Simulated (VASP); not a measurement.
Wanted: the native input for a VASP 6.6.1 run.

| Item | Value |
| --- | --- |
| Task | single point |
| Functional | PBE |
| Potentials or basis | VASP PAW PBE potentials, release 64 (Si, C) |
| Cutoff | 520 eV |
| k mesh | 10 × 10 × 2 |
| Occupations | gaussian, width 0.05 eV |
| Spin | no spin polarisation |
| Dipole correction | no |
| Further INCAR settings | ALGO = Normal; EDIFF = 1e-06; NBANDS = 36 |

The structure of SiC lies in POSCAR:

```
SiC
1.0
    2.1740000000     -2.1740000000      0.0000000000
    2.1740000000      0.0000000000     -2.1740000000
    9.1308000000      8.2612000000      8.6960000000
Si C
6 6
Direct
    0.6541733333      0.6666666667      0.0624666667
   -0.1791600000      0.0000000000      0.8958000000
    0.2875066667      0.3333333333      0.2291333333
    0.5541733333      0.6666666667      0.5624666667
   -0.0791600000      0.0000000000      0.3958000000
    0.1875066667      0.3333333333      0.7291333333
    0.5791733333      0.6666666667      0.4374666667
    0.9458400000      1.0000000000      0.2708000000
    0.2125066667      0.3333333333      0.6041333333
    0.4791733333      0.6666666667      0.9374666667
   -0.1541600000      0.0000000000      0.7708000000
    0.3125066667      0.3333333333      0.1041333333
```

The input as run:

INCAR

```
SYSTEM = SiC
PREC = Accurate
ENCUT = 520
EDIFF = 1E-6
ISMEAR = 0
SIGMA = 0.05
LREAL = .FALSE.
LASPH = .TRUE.
NELM = 80
ALGO = Normal
ISIF = 2
LWAVE = .FALSE.
LCHARG = .FALSE.
GGA = PE
NBANDS = 36
```

KPOINTS

```
regular mesh
0
G
  10 10 2
  0 0 0
```

Potentials or basis: VASP PAW PBE potentials, release 64 (Si, C).

Launch:

```bash
$ cat potpaw_PBE.64/Si/POTCAR potpaw_PBE.64/C/POTCAR > POTCAR
$ mpirun -np 1 vasp_std > vasp.out
```

Results of the run:

```yaml
Pressure: 4.3 GPa
Largest_force: 1.600 eV/Å
Band_gap_on_the_k_mesh: 0.80 eV, indirect (least direct gap 1.66 eV)
```

Caveat: forces of over 1 eV/Å act on the atoms, so gaps and moduli don't describe the material at rest.

Run time: 6 min on 1 thread of Intel(R) Xeon(R) Platinum 8259CL CPU @ 2.50GHz (Skylake/Cascade Lake), with other jobs on the host, peak memory 0.45 GiB.
